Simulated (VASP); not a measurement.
# PtS2 in VASP: further runs, part 2 of 4

VASP 6.6.1.

### 3 Single point, PBE+D3(BJ)

Input file INCAR:

```
ALGO = Normal ; DIPOL = 0.5 0.5 0.500
EDIFF = 1E-6 ; ENCUT = 520
GGA = PE ; IDIPOL = 3
ISIF = 2 ; ISMEAR = 0
IVDW = 12 ; LASPH = T
LCHARG = F ; LDIPOL = T
LREAL = F ; LWAVE = F
NBANDS = 18 ; NELM = 60
PREC = Accurate ; SIGMA = 0.02
```

Input file KPOINTS:

```
k-points
0
Gamma
  9 9 1
```

Input file POSCAR:

```
PtS2
1.0
    3.4470000000      0.0000000000      0.0000000000
   -1.7235000000      2.9851895668      0.0000000000
    0.0000000000      0.0000000000     30.8254864268
S Pt
2 1
Direct
    0.6666666667      0.3333333333      0.4604061398
    0.3333333333      0.6666666667      0.5395938602
    0.0000000000      0.0000000000      0.5000000000
```

Potentials or basis: VASP PAW PBE potentials, release 64 (S, Pt).

Command:

```console
> cat potpaw_PBE.64/S/POTCAR potpaw_PBE.64/Pt/POTCAR > POTCAR
> mpirun -np 1 vasp_std > vasp.out
```

OUTCAR:

```text
EDIFF = 1E-6
   ENCUT = 520
   GGA = PE
   ISIF = 2
   ISMEAR = 0
   IVDW = 12
   LASPH = T
   LREAL = F
   NELM = 60
   PREC = Accurate
 IVDW          = 12

 ion  position               nearest neighbor table
   1  0.667  0.333  0.460-   3 2.33   3 2.33   3 2.33
   2  0.333  0.667  0.540-   3 2.33   3 2.33   3 2.33
   3  0.000  0.000  0.500-   1 2.33   2 2.33   2 2.33   1 2.33   1 2.33   2 2.33

  LATTYP: Found a hexagonal cell.
 ALAT       =     3.4470000000
 C/A-ratio  =     8.9426998627

  Lattice vectors:

 A1 = (   3.4470000000,   0.0000000000,   0.0000000000)
 A2 = (  -1.7235000000,   2.9851895668,   0.0000000000)
 A3 = (   0.0000000000,   0.0000000000,  30.8254864268)

Analysis of symmetry for initial positions (statically):
=====================================================================
 Subroutine PRICEL returns:
 Original cell was already a primitive cell.

 Routine SETGRP: Setting up the symmetry group for a
 hexagonal supercell.

 Subroutine GETGRP returns: Found 12 space group operations
 (whereof 12 operations were pure point group operations)
 out of a pool of 24 trial point group operations.

The static configuration has the point symmetry D_3d.

Analysis of symmetry for dynamics (positions and initial velocities):
=====================================================================
 Subroutine PRICEL returns:
 Original cell was already a primitive cell.

 Routine SETGRP: Setting up the symmetry group for a
 hexagonal supercell.

 Subroutine GETGRP returns: Found 12 space group operations
 (whereof 12 operations were pure point group operations)
 out of a pool of 24 trial point group operations.

The dynamic configuration has the point symmetry D_3d.

 Subroutine INISYM returns: Found 12 space group operations
 (whereof 12 operations are pure point group operations),
 and found     1 'primitive' translations

----------------------------------------------------------------------------------------

                                     Primitive cell

  volume of cell :     317.1927

  direct lattice vectors                    reciprocal lattice vectors
     3.447000000  0.000000000  0.000000000     0.290107340  0.167493551  0.000000000
    -1.723500000  2.985189567  0.000000000     0.000000000  0.334987101  0.000000000
     0.000000000  0.000000000 30.825486427     0.000000000  0.000000000  0.032440688

  length of vectors
     3.447000000  3.447000000 30.825486427     0.334987101  0.334987101  0.032440688

  position of ions in fractional coordinates (direct lattice)
     0.666666667  0.333333333  0.460406140
     0.333333333  0.666666667  0.539593860
     0.000000000  0.000000000  0.500000000

  ion indices of the primitive-cell ions
   primitive index   ion index
                 1           1
                 2           2
                 3           3

----------------------------------------------------------------------------------------

 KPOINTS: k-points

Automatic generation of k-mesh.
 Grid dimensions read from file:
[... 26 lines left out ...]
  0.444444  0.000000  0.000000      6.000000
  0.111111  0.111111  0.000000      6.000000
  0.222222  0.111111  0.000000     12.000000
  0.333333  0.111111  0.000000     12.000000
  0.444444  0.111111  0.000000      6.000000
  0.222222  0.222222  0.000000      6.000000
  0.333333  0.222222  0.000000     12.000000
  0.333333  0.333333  0.000000      2.000000
   k-points           NKPTS =     12   k-points in BZ     NKDIM =     12   number of bands    NBANDS=     18
   number of dos      NEDOS =    301   number of ions     NIONS =      3
   total plane-waves  NPLWV = 188160
   dimension x,y,z NGX =    28 NGY =   28 NGZ =  240
   dimension x,y,z NGXF=    56 NGYF=   56 NGZF=  480
   ions per type =               2   1
   NGX,Y,Z   is equivalent  to a cutoff of  13.50, 13.50, 12.94 a.u.
   NGXF,Y,Z  is equivalent  to a cutoff of  27.01, 27.01, 25.89 a.u.
 SYSTEM =  unknown system
   PREC   = accura    normal or accurate (medium, high low for compatibility)
   ISTART =      0    job   : 0-new  1-cont  2-samecut
   ICHARG =      2    charge: 1-file 2-atom 10-const
   ISPIN  =      1    spin polarized calculation?
   LNONCOLLINEAR =      F non collinear calculations
   LSORBIT =      F    spin-orbit coupling
   LASPH  =      T    aspherical Exc in radial PAW
   ENCUT  =  520.0 eV  38.22 Ry    6.18 a.u.   6.41  6.41 57.31*2*pi/ulx,y,z
   NELM   =     60;   NELMIN=  2; NELMDL= -5     # of ELM steps
   EDIFF  = 0.1E-05   stopping-criterion for ELM
   LREAL  =      F    real-space projection
   EDIFFG = 0.1E-04   stopping-criterion for IOM
   NSW    =      0    number of steps for IOM
   IBRION =     -1    ionic relax: 0-MD 1-quasi-New 2-CG
   NFREE  =      0    steps in history (QN), initial steepest desc. (CG)
   ISIF   =      2    stress and relaxation
   ISYM   =      2    0-nonsym 1-usesym 2-fastsym
   POTIM  = 0.5000    time-step for ionic-motion
   TEBEG  =    0.0;   TEEND  =   0.0 temperature during run
   PSTRESS=    0.0 pullay stress
   NELECT =      22.0000    total number of electrons
   NUPDOWN=      -1.0000    fix difference up-down
   EMIN   =  10.00;   EMAX   =-10.00  energy-range for DOS
   EFERMI =   0.00;   METHOD = LEGACY
   ISMEAR =     0;   SIGMA  =   0.02  broadening in eV -4-tet -1-fermi 0-gaus
   EFERMI_NEDOS =   21; number of points for ismear=-14 and -15
   IALGO  =     38    algorithm
   IMIX   =      4    mixing-type and parameters
     AMIX     =   0.40;   BMIX     =  1.00
     AMIX_MAG =   1.60;   BMIX_MAG =  1.00
  volume/ion in A,a.u.               =     105.73       713.51
  Fermi-wavevector in a.u.,A,eV,Ry     =   0.672628  1.271082  6.155655  0.452428
  Thomas-Fermi vector in A             =   1.748804
   LORBIT       =      0    0 simple, 1 ext, 2 COOP (PROOUT), +10 PAW based schemes
   GGA     = PE    functional components
   LHFCALC =     F    Hartree Fock is set to
   AEXX    =    0.0000 exact exchange contribution
   IVDW    =    12    specifies the selected vdW correction
   LEPSILON=     F    determine dielectric tensor
   LRPA    =     F    only Hartree local field effects (RPA)
 non-spin polarized calculation
 Gauss-broadening in eV      SIGMA  =   0.02
  energy-cutoff  :      520.00
  volume of cell :      317.19
 maximum number of plane-waves:      8605
 NGX is ok and might be reduce to    28
   NGX = 13   NGY = 13   NGZ =115

 number of electron      21.9999998 magnetization

 dipolmoment           0.000000      0.000000     -0.000000 electrons x Angstroem

 Free energy of the ion-electron system (eV)
  ---------------------------------------------------
  ext. energy  EPLUGINS =         0.00000000
  ---------------------------------------------------
  free energy    TOTEN  =       -15.27463254 eV

  energy without entropy =      -15.27463254  energy(sigma->0) =      -15.27463254

 E-fermi :  -4.0796     XC(G=0):  -2.1827

 val. band max:       -4.1928525562   @ k =   0.1111   0.0000   0.0000
 cond. band min:      -2.2185282827   @ k =   0.2222   0.0000   0.0000
 fundamental gap:      1.9743242735
 Fermi energy:        -4.0795801978

 k-point     1 :       0.0000    0.0000    0.0000
  band No.  band energies     occupation
      1     -18.7931      2.00000
      2     -16.2643      2.00000
      3     -10.2379      2.00000
      4     -10.2379      2.00000
      5      -9.9437      2.00000
      6      -7.3911      2.00000
[... 229 lines left out ...]
      5      -9.8764      2.00000
      6      -7.8962      2.00000
[... 10 lines left out ...]
     17       5.3845      0.00000
     18       5.6318      0.00000

------------------------ aborting loop because EDIFF is reached ----------------------------------------

 vacuum level on the upper side and lower side of the slab       (xc-potential included)        -0.156        -0.156

 Edisp (eV)   -0.87885

 E8    (eV) :    -0.3782

  FORCE on cell =-STRESS in cart. coord.  units (eV):
  Direction    XX          YY          ZZ          XY          YZ          ZX
  --------------------------------------------------------------------------------------
  -------------------------------------------------------------------------------------
  Total       4.20173     4.20173     2.55645     0.00000     0.00000     0.00000
  in kB      21.22341    21.22341    12.91292     0.00000     0.00000     0.00000
  external pressure =       18.45 kB  Pullay stress =        0.00 kB

 VOLUME and BASIS-vectors are now :
 -----------------------------------------------------------------------------
  energy-cutoff  :      520.00
  volume of cell :      317.19
      direct lattice vectors                 reciprocal lattice vectors
     3.447000000  0.000000000  0.000000000     0.290107340  0.167493551  0.000000000
    -1.723500000  2.985189567  0.000000000     0.000000000  0.334987101  0.000000000
     0.000000000  0.000000000 30.825486427     0.000000000  0.000000000  0.032440688

 POSITION                                       TOTAL-FORCE (eV/Angst)
 -----------------------------------------------------------------------------------
      1.72350      0.99506     14.19224        -0.000000      0.000000     -1.062312
     -0.00000      1.99013     16.63324         0.000000     -0.000000      1.062312
      0.00000      0.00000     15.41274        -0.000000     -0.000000     -0.000000
 -----------------------------------------------------------------------------------
    total drift:                                0.000000      0.000000      0.000000

  FREE ENERGIE OF THE ION-ELECTRON SYSTEM (eV)
  ---------------------------------------------------
  free  energy   TOTEN  =       -16.1534845854 eV

  energy  without entropy=      -16.1534845854  energy(sigma->0) =      -16.15348459

 vacuum level on the upper side and lower side of the slab         1.968         1.968
```

stdout:

```text
POSCAR found type information on POSCAR S Pt
 POSCAR found :  2 types and       3 ions
 scaLAPACK will be used
 LDA part: xc-table for (Slater+PW92), standard interpolation
 POSCAR, INCAR and KPOINTS ok, starting setup
 FFT: planning ... GRIDC
 FFT: planning ... GRID_SOFT
 FFT: planning ... GRID
 WAVECAR not read
 entering main loop
```

Wall time 4.6 min (1 thread of Intel Xeon 8259CL, shared host); peak memory 0.49 GiB.

Results:

```yaml
Free_energy: -16.1535 eV
Largest_force: 1.062 eV/Å
Band_gap_on_the_k_mesh: 1.97 eV (least direct gap 2.07 eV)
Dispersion_energy_per_atom: -0.293 eV
```

Forces in eV/Å, atoms in the order of the input:
```
S    0.000  0.000 -1.062
S    0.000  0.000  1.062
Pt   0.000  0.000  0.000
```

Levels at points of the mesh, in eV from the valence-band top:
```csv
k point,band 9,band 10,band 11,band 12,band 13,band 14
"(0.00, 0.00, 0.00)",-0.83,-0.20,-0.20,3.59,3.59,5.55
```

Caveat: spin-orbit coupling is left out, which moves the levels of the heavy elements.

### 4 Single point, PBE+D3(BJ)

Input file INCAR:

```
ALGO = Normal
DIPOL = 0.5 0.5 0.500
EDIFF = 1E-6
ENCUT = 520
GGA = PE
IDIPOL = 3
ISIF = 2
ISMEAR = 0
IVDW = 12
LASPH = True
LCHARG = False
LDIPOL = True
LREAL = False
LWAVE = False
NBANDS = 18
NELM = 80
PREC = Accurate
SIGMA = 0.02
```

KPOINTS is that of step 3.

Input file POSCAR:

```
PtS2
1.0
    3.4470000000      0.0000000000      0.0000000000
   -1.7235000000      2.9851895668      0.0000000000
    0.0000000000      0.0000000000     30.8254864268
S Pt
2 1
Direct
    0.6666666667      0.3333333333      0.4590111902
    0.3333333333      0.6666666667      0.5409888098
    0.0000000000      0.0000000000      0.5000000000
```

Command:

```console
> cat potpaw_PBE.64/S/POTCAR potpaw_PBE.64/Pt/POTCAR > POTCAR
> mpirun -np 1 vasp_std > vasp.out
```

Wall time 4.2 min (1 thread of Intel Xeon 8259CL, shared host); peak memory 0.49 GiB.

The run converged. Its results:

```
Free energy                : -16.2169 eV
Largest force              : 0.421 eV/Å
Band gap on the k mesh     : 1.90 eV (least direct gap 1.99 eV)
Dispersion energy per atom : -0.291 eV
```

Forces on the atoms (eV/Å):
```
S    0.000  0.000 -0.421
S    0.000  0.000  0.421
Pt   0.000  0.000  0.000
```

Levels at points of the mesh, in eV from the valence-band top:
| k point | band 8 | band 9 | band 10 | band 11 | band 12 | band 13 | band 14 | band 15 |
| --- | --- | --- | --- | --- | --- | --- | --- | --- |
| (0.00, 0.00, 0.00) | -0.95 | -0.88 | -0.13 | -0.13 | 3.43 | 3.43 | 5.51 | 5.77 |

Caveat: spin-orbit coupling is left out, which moves the levels of the heavy elements.

(Continued in part 3 of 4.)
